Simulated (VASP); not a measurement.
# P (R-3m) in VASP: settings compared

Aim: see how the results for P move with the level of theory and the settings. Levels: r2SCAN+rVV10, r2SCAN+D3(BJ), r2SCAN, PBE. Tasks: single point.

Program: VASP 6.6.1. These are calculated values, not measurements. Logs are shortened: lines on timing, memory, paths and dates and some standing lists are left out, and cuts for length are marked.

## Step 1: The cell of the first run

The structure is trigonal, space group R-3m (No. 166). Conventional cell: a = 3.459 Å, b = 3.459 Å, c = 9.220 Å, α = 90.00°, β = 90.00°, γ = 120.00°. P (site symmetry 3m) has 6 P at 2.30 to 2.78 Å within 3.0 Å.

## Step 2: Single point, r2SCAN+rVV10

File POSCAR:

```
P
1.0
    1.7297453133      0.9986689223      3.0733481465
   -1.7297453133      0.9986689223      3.0733481465
    0.0000000000     -1.9973378445      3.0733481465
P
2
Direct
    0.7715947765      0.7715947765      0.7715947765
    0.2284052235      0.2284052235      0.2284052235
```

File INCAR.step1:

```
SYSTEM = P
PREC     = Accurate       ! precision mode
ENCUT    = 520            ! plane-wave cutoff, eV
ISMEAR   = -1             ! smearing method
SIGMA    = 0.05           ! smearing width, eV
LREAL    = .FALSE.        ! projectors in reciprocal space
LASPH    = .TRUE.         ! aspherical terms in the spheres
NELM     = 60             ! most SCF steps
NBANDS   = 12             ! bands
GGA      = PE             ! functional
ALGO     = Normal         ! electronic algorithm
EDIFF    = 1E-4           ! SCF threshold, eV
LWAVE    = .TRUE.         ! write WAVECAR
LCHARG   = .FALSE.        ! write CHGCAR
```

File INCAR.step2:

```
SYSTEM = P
PREC     = Accurate       ! precision mode
ENCUT    = 520            ! plane-wave cutoff, eV
EDIFF    = 1E-6           ! SCF threshold, eV
ISMEAR   = -1             ! smearing method
SIGMA    = 0.05           ! smearing width, eV
LREAL    = .FALSE.        ! projectors in reciprocal space
LASPH    = .TRUE.         ! aspherical terms in the spheres
NELM     = 60             ! most SCF steps
ALGO     = Normal         ! electronic algorithm
ISIF     = 2              ! what is computed and relaxed
LWAVE    = .FALSE.        ! write WAVECAR
LCHARG   = .TRUE.         ! write CHGCAR
METAGGA  = R2SCAN         ! meta-GGA
LMIXTAU  = .TRUE.       
LUSE_VDW = .TRUE.       
IVDW_NL  = 2            
BPARAM   = 11.95        
CPARAM   = 0.0093       
LELF     = .TRUE.         ! ELF
LVHAR    = .TRUE.       
NBANDS   = 12             ! bands
ISTART   = 1
```

File KPOINTS:

```
Automatic mesh
0
G
  9 9 9
  0 0 0
```

Potentials or basis: VASP PAW PBE potentials, release 64 (P).

On the command line:

```bash
$ cat potpaw_PBE.64/P/POTCAR > POTCAR
$ cp INCAR.step1 INCAR
$ mpirun -np 1 vasp_std > vasp.out
$ cp INCAR.step2 INCAR
$ mpirun -np 1 vasp_std > vasp.out
```

OUTCAR:

```text
SYSTEM = P
   PREC = Accurate
   ENCUT = 520
   EDIFF = 1E-6
   ISMEAR = -1
   LREAL = .FALSE.
   LASPH = .TRUE.
   NELM = 60
   ISIF = 2
   METAGGA = R2SCAN
   IVDW_NL = 2
   BPARAM = 11.95
   ISTART = 1

 ion  position               nearest neighbor table
   1  0.772  0.772  0.772-   2 2.30   2 2.30   2 2.30   2 2.78   2 2.78   2 2.78
   2  0.228  0.228  0.228-   1 2.30   1 2.30   1 2.30   1 2.78   1 2.78   1 2.78

  LATTYP: Found a trigonal (rhomboedric) cell.
 ALAT       =     3.6653550026
 COS(alpha) =     0.5545876723

  Lattice vectors:

 A1 = (   1.7297453133,   0.9986689223,   3.0733481465)
 A2 = (  -1.7297453133,   0.9986689223,   3.0733481465)
 A3 = (   0.0000000000,  -1.9973378445,   3.0733481465)

Analysis of symmetry for initial positions (statically):
=====================================================================
 Subroutine PRICEL returns:
 Original cell was already a primitive cell.

 Routine SETGRP: Setting up the symmetry group for a
 trigonal (rhombohedral) supercell.

 Subroutine GETGRP returns: Found 12 space group operations
 (whereof 12 operations were pure point group operations)
 out of a pool of 12 trial point group operations.

The static configuration has the point symmetry D_3d.

Analysis of symmetry for dynamics (positions and initial velocities):
=====================================================================
 Subroutine PRICEL returns:
 Original cell was already a primitive cell.

 Routine SETGRP: Setting up the symmetry group for a
 trigonal (rhombohedral) supercell.

 Subroutine GETGRP returns: Found 12 space group operations
 (whereof 12 operations were pure point group operations)
 out of a pool of 12 trial point group operations.

The dynamic configuration has the point symmetry D_3d.

 Subroutine INISYM returns: Found 12 space group operations
 (whereof 12 operations are pure point group operations),
 and found     1 'primitive' translations

----------------------------------------------------------------------------------------

                                     Primitive cell

  volume of cell :      31.8542

  direct lattice vectors                    reciprocal lattice vectors
     1.729745313  0.998668922  3.073348146     0.289059896  0.166888809  0.108459347
    -1.729745313  0.998668922  3.073348146    -0.289059896  0.166888809  0.108459347
     0.000000000 -1.997337845  3.073348146     0.000000000 -0.333777617  0.108459347

  length of vectors
     3.665355003  3.665355003  3.665355003     0.350957159  0.350957159  0.350957159

  position of ions in fractional coordinates (direct lattice)
     0.771594777  0.771594777  0.771594777
     0.228405223  0.228405223  0.228405223

  ion indices of the primitive-cell ions
   primitive index   ion index
                 1           1
                 2           2

----------------------------------------------------------------------------------------

 KPOINTS: Automatic mesh

Automatic generation of k-mesh.
 Grid dimensions read from file:
 generate k-points for:    9    9    9

 Generating k-lattice:

  Cartesian coordinates                     Fractional coordinates (reciprocal lattice)
     0.032117766  0.018543201  0.012051039     0.111111111 -0.000000000  0.000000000
    -0.032117766  0.018543201  0.012051039    -0.000000000  0.111111111  0.000000000
     0.000000000 -0.037086402  0.012051039     0.000000000  0.000000000  0.111111111

  Length of vectors
     0.038995240  0.038995240  0.038995240

  Shift w.r.t. Gamma in fractional coordinates (k-lattice)
     0.000000000  0.000000000  0.000000000

 Subroutine IBZKPT returns following result:
 ===========================================

 Found     85 irreducible k-points:

 Following reciprocal coordinates:
            Coordinates               Weight
  0.000000  0.000000  0.000000      1.000000
  0.111111 -0.000000  0.000000      6.000000
  0.222222 -0.000000  0.000000      6.000000
  0.333333  0.000000  0.000000      6.000000
  0.444444 -0.000000  0.000000      6.000000
  0.111111  0.111111  0.000000      6.000000
[... 16 lines left out ...]
 -0.333333  0.333333  0.000000      6.000000
  0.444444  0.444444  0.000000      6.000000
 [... further k-points ...]
   k-points           NKPTS =     85   k-points in BZ     NKDIM =     85   number of bands    NBANDS=     12
   number of dos      NEDOS =    301   number of ions     NIONS =      2
   total plane-waves  NPLWV =  21952
   dimension x,y,z NGX =    28 NGY =   28 NGZ =   28
   dimension x,y,z NGXF=    56 NGYF=   56 NGZF=   56
   ions per type =               2
   NGX,Y,Z   is equivalent  to a cutoff of  12.70, 12.70, 12.70 a.u.
   NGXF,Y,Z  is equivalent  to a cutoff of  25.40, 25.40, 25.40 a.u.
 SYSTEM =  P
   PREC   = accura    normal or accurate (medium, high low for compatibility)
   ISTART =      1    job   : 0-new  1-cont  2-samecut
   ICHARG =      0    charge: 1-file 2-atom 10-const
   ISPIN  =      1    spin polarized calculation?
   LNONCOLLINEAR =      F non collinear calculations
   LSORBIT =      F    spin-orbit coupling
   LASPH  =      T    aspherical Exc in radial PAW
   ENCUT  =  520.0 eV  38.22 Ry    6.18 a.u.   6.82  6.82  6.82*2*pi/ulx,y,z
   NELM   =     60;   NELMIN=  2; NELMDL=  0     # of ELM steps
   EDIFF  = 0.1E-05   stopping-criterion for ELM
   LREAL  =      F    real-space projection
   EDIFFG = 0.1E-04   stopping-criterion for IOM
   NSW    =      0    number of steps for IOM
   IBRION =     -1    ionic relax: 0-MD 1-quasi-New 2-CG
   NFREE  =      0    steps in history (QN), initial steepest desc. (CG)
   ISIF   =      2    stress and relaxation
   ISYM   =      2    0-nonsym 1-usesym 2-fastsym
   POTIM  = 0.5000    time-step for ionic-motion
   TEBEG  =    0.0;   TEEND  =   0.0 temperature during run
   PSTRESS=    0.0 pullay stress
   NELECT =      10.0000    total number of electrons
   NUPDOWN=      -1.0000    fix difference up-down
   EMIN   =  10.00;   EMAX   =-10.00  energy-range for DOS
   EFERMI =   0.00;   METHOD = LEGACY
   ISMEAR =    -1;   SIGMA  =   0.05  broadening in eV -4-tet -1-fermi 0-gaus
   EFERMI_NEDOS =   21; number of points for ismear=-14 and -15
   IALGO  =     38    algorithm
   IMIX   =      4    mixing-type and parameters
     AMIX     =   0.40;   BMIX     =  1.00
     AMIX_MAG =   1.60;   BMIX_MAG =  1.00
  volume/ion in A,a.u.               =      15.93       107.48
  Fermi-wavevector in a.u.,A,eV,Ry     =   1.112635  2.102575 16.843413  1.237956
  Thomas-Fermi vector in A             =   2.249211
   LORBIT       =      0    0 simple, 1 ext, 2 COOP (PROOUT), +10 PAW based schemes
   METAGGA = R2SCAN    functional components
   LHFCALC =     F    Hartree Fock is set to
   AEXX    =    0.0000 exact exchange contribution
   IVDW_NL    =     2    kernel type
   BPARAM     =11.9500
   IVDW    =     0    specifies the selected vdW correction
   LEPSILON=     F    determine dielectric tensor
   LRPA    =     F    only Hartree local field effects (RPA)
 non-spin polarized calculation
  energy-cutoff  :      520.00
  volume of cell :       31.85
 maximum number of plane-waves:       874
   NGX = 13   NGY = 13   NGZ = 13

 number of electron      10.0000001 magnetization

 Free energy of the ion-electron system (eV)
  ---------------------------------------------------
  ext. energy  EPLUGINS =         0.00000000
  ---------------------------------------------------
  free energy    TOTEN  =       -17.67606471 eV

  energy without entropy =      -17.67344033  energy(sigma->0) =      -17.67475252

 E-fermi :   9.2993     XC(G=0): -11.3927

 val. band max:        9.2743143885   @ k =   0.4444   0.3333   0.3333
 cond. band min:       9.3813514790   @ k =  -0.3333   0.1111  -0.0000
 fundamental gap:      0.1070370904
 Fermi energy:         9.2993157501

 k-point     1 :       0.0000    0.0000    0.0000
  band No.  band energies     occupation
      1      -8.3022      2.00000
      2       5.7787      2.00000
      3       5.8497      2.00000
      4       5.9684      2.00000
      5       5.9684      2.00000
      6      10.7924      0.00000
      7      12.0770      0.00000
      8      12.0770      0.00000
      9      15.1707      0.00000
     10      15.1707      0.00000
     11      16.5237      0.00000
     12      16.5641      0.00000

 k-point     2 :       0.1111   -0.0000    0.0000
  band No.  band energies     occupation
      1      -8.0914      2.00000
      2       3.8039      2.00000
      3       5.7636      2.00000
      4       5.8293      2.00000
      5       7.1675      2.00000
      6      11.1841      0.00000
      7      11.9214      0.00000
      8      12.0802      0.00000
      9      14.1254      0.00000
     10      14.5570      0.00000
     11      15.3900      0.00000
     12      18.2277      0.00000

 k-point     3 :       0.2222   -0.0000    0.0000
  band No.  band energies     occupation
      1      -7.4630      2.00000
      2       1.4183      2.00000
      3       5.5345      2.00000
      4       5.6072      2.00000
      5       7.8622      2.00000
      6      10.8024      0.00000
      7      11.0364      0.00000
      8      11.4149      0.00000
      9      14.7513      0.00000
     10      15.3805      0.00000
     11      15.3963      0.00000
     12      20.9296      0.00000

 k-point     4 :       0.3333    0.0000    0.0000
  band No.  band energies     occupation
      1      -6.4345      2.00000
      2      -0.9153      2.00000
      3       5.2705      2.00000
      4       5.5834      2.00000
      5       8.2267      2.00000
      6       9.8010      0.00009
      7      10.1031      0.00000
      8      10.4245      0.00000
      9      16.3665      0.00000
     10      17.0905      0.00000
     11      17.3945      0.00000
     12      23.8511      0.00000

 k-point     5 :       0.4444   -0.0000    0.0000
  band No.  band energies     occupation
      1      -5.0924      2.00000
      2      -2.9418      2.00000
      3       5.1286      2.00000
      4       5.6590      2.00000
      5       8.3350      2.00000
      6       9.2295      1.60338
      7       9.5800      0.00726
      8       9.7691      0.00017
      9      18.1301      0.00000
     10      19.6027      0.00000
     11      20.0334      0.00000
     12      21.4944      0.00000
[... 228 lines left out ...]
      1      -5.1728      2.00000
      2      -0.5833      2.00000
      3       1.8792      2.00000
      4       3.6509      2.00000
      5       4.3027      2.00000
      6      10.4440      0.00000
      7      14.6792      0.00000
      8      15.0529      0.00000
      9      16.1789      0.00000
     10      19.9009      0.00000
     11      20.8967      0.00000
     12      22.4505      0.00000

 k-point    22 :      -0.4444    0.3333   -0.0000
  band No.  band energies     occupation
      1      -4.0954      2.00000
      2      -1.9956      2.00000
      3       1.0290      2.00000
      4       3.9482      2.00000
      5       4.5954      2.00000
      6      12.2595      0.00000
      7      13.3564      0.00000
      8      14.1053      0.00000
      9      16.6186      0.00000
     10      19.3868      0.00000
     11      20.5008      0.00000
     12      22.7732      0.00000

 k-point    23 :      -0.3333    0.3333    0.0000
  band No.  band energies     occupation
      1      -3.4863      2.00000
      2      -3.0339      2.00000
      3       1.0387      2.00000
      4       4.5879      2.00000
      5       5.2278      2.00000
      6      11.6632      0.00000
      7      12.9236      0.00000
      8      15.1266      0.00000
      9      16.0674      0.00000
     10      17.0761      0.00000
     11      19.4489      0.00000
     12      22.9433      0.00000

 k-point    24 :       0.4444    0.4444    0.0000
  band No.  band energies     occupation
      1      -4.6612      2.00000
      2      -1.0131      2.00000
      3       1.9972      2.00000
      4       3.3409      2.00000
      5       3.4985      2.00000
      6       9.4715      0.06192
      7      15.7072      0.00000
      8      16.9699      0.00000
      9      17.8143      0.00000
     10      18.3870      0.00000
     11      22.6797      0.00000
     12      22.9489      0.00000

 [... further k-points ...]
[... 5 lines left out ...]
  --------------------------------------------------------------------------------------
  -------------------------------------------------------------------------------------
  Total       -0.1115064     -0.1115064     -0.0712518      0.0000000     -0.0000000      0.0000000
  in kB       -5.6084599     -5.6084599     -3.5837673      0.0000000     -0.0000000      0.0000000
  external PRESSURE =      -4.9335624 kB  Pullay stress =       0.0000000 kB

 VOLUME and BASIS-vectors are now :
 -----------------------------------------------------------------------------
  energy-cutoff  :      520.00
  volume of cell :       31.85
      direct lattice vectors                 reciprocal lattice vectors
     1.729745313  0.998668922  3.073348146     0.289059896  0.166888809  0.108459347
    -1.729745313  0.998668922  3.073348146    -0.289059896  0.166888809  0.108459347
     0.000000000 -1.997337845  3.073348146     0.000000000 -0.333777617  0.108459347

 POSITION                                       TOTAL-FORCE (eV/Angst)
 -----------------------------------------------------------------------------------
      0.00000      0.00000      7.11414         0.000000      0.000000      0.080257
      0.00000      0.00000      2.10591         0.000000     -0.000000     -0.080257
 -----------------------------------------------------------------------------------
    total drift:                               -0.000000      0.000000     -0.000000

  FREE ENERGIE OF THE ION-ELECTRON SYSTEM (eV)
  ---------------------------------------------------
  free  energy   TOTEN  =       -17.6760647112 eV

  energy  without entropy=      -17.6734403292  energy(sigma->0) =      -17.67475252
```

It took 2.6 min on 1 thread of Intel Xeon Platinum 8488C (Sapphire Rapids), shared host; peak memory 0.26 GiB.

What came out:

```yaml
Free_energy: -17.6761 eV
Pressure: -0.5 GPa
Largest_force: 0.080 eV/Å
Band_gap_on_the_k_mesh: zero (band 5 reaches 9.64 eV, above the bottom of band 6 at 8.90 eV)
```

Forces on the atoms (eV/Å):
```
P    0.000  0.000  0.080
P    0.000  0.000 -0.080
```

Levels at points of the mesh, in eV from the Fermi level:
| k point | band 3 | band 4 | band 5 | band 6 | band 7 | band 8 |
| --- | --- | --- | --- | --- | --- | --- |
| (0.00, 0.00, 0.00) | -3.45 | -3.33 | -3.33 | 1.49 | 2.78 | 2.78 |

Caveat: the PAW data sets were made with another functional, which shifts forces and pressure a little.

## Step 3: Single point, r2SCAN+D3(BJ)

This run uses another cell than the first one, of 16.14 Å³/atom, 1.014 times its volume.

File POSCAR:

```
P
1.0
    1.7257251780      0.9963478961      3.1296800121
   -1.7257251780      0.9963478961      3.1296800121
    0.0000000000     -1.9926957921      3.1296800121
P
2
Direct
    0.7729197500      0.7729197500      0.7729197500
    0.2270802500      0.2270802500      0.2270802500
```

File INCAR.step1:

```
PREC = Accurate ; ENCUT = 520
ISMEAR = -1 ; SIGMA = 0.05
LREAL = False ; LASPH = True
NELM = 80 ; NBANDS = 12
GGA = PE ; ALGO = Normal
EDIFF = 1E-4 ; LWAVE = True
LCHARG = False
```

File INCAR.step2:

```
PREC = Accurate ; ENCUT = 520
EDIFF = 1E-7 ; ISMEAR = -1
SIGMA = 0.05 ; LREAL = False
LASPH = True ; NELM = 80
ALGO = Normal ; ISIF = 2
LWAVE = False ; LCHARG = False
METAGGA = R2SCAN ; LMIXTAU = True
IVDW = 12 ; VDW_S6 = 1.0
VDW_S8 = 0.78981345 ; VDW_A1 = 0.49484001
VDW_A2 = 5.73083694 ; NBANDS = 12
ISTART = 1
```

File KPOINTS:

```
regular mesh
0
Gamma
  9 9 9
```

Potentials or basis: VASP PAW PBE potentials, release 64 (P).

On the command line:

```bash
$ cat potpaw_PBE.64/P/POTCAR > POTCAR
$ cp INCAR.step1 INCAR
$ mpirun -np 1 vasp_std > vasp.out
$ cp INCAR.step2 INCAR
$ mpirun -np 1 vasp_std > vasp.out
```

Wall time 2.2 min (1 thread of Intel Xeon Platinum 8488C (Sapphire Rapids), shared host); peak memory 0.17 GiB.

The run converged. Its results:

| Property | Result |
| --- | --- |
| Free energy | -18.1897 eV |
| Pressure | -1.9 GPa |
| Largest force | 0.050 eV/Å |
| Band gap on the k mesh | zero (band 5 reaches 9.65 eV, above the bottom of band 6 at 8.92 eV) |
| Dispersion energy per atom | -0.204 eV |

Forces in eV/Å, atoms in the order of the input:
```
P    0.000  0.000  0.050
P    0.000  0.000 -0.050
```

Stress tensor (GPa, compression positive):
```
-1.76  0.00  0.00
 0.00 -1.76  0.00
 0.00  0.00 -2.16
```

Levels at points of the mesh, in eV from the Fermi level:
```csv
k point,band 1,band 2,band 3,band 4,band 5,band 6,band 7,band 8,band 9,band 10
"(0.00, 0.00, 0.00)",-17.57,-3.81,-3.59,-3.35,-3.35,1.34,2.63,2.63,6.00,6.00
```

Caveat: three body term missing; the PAW data sets were made with another functional, which shifts forces and pressure a little; pairwise dispersion overbinds metals, which lowers pressure and volume.

(Continued in part 2 of 2.)
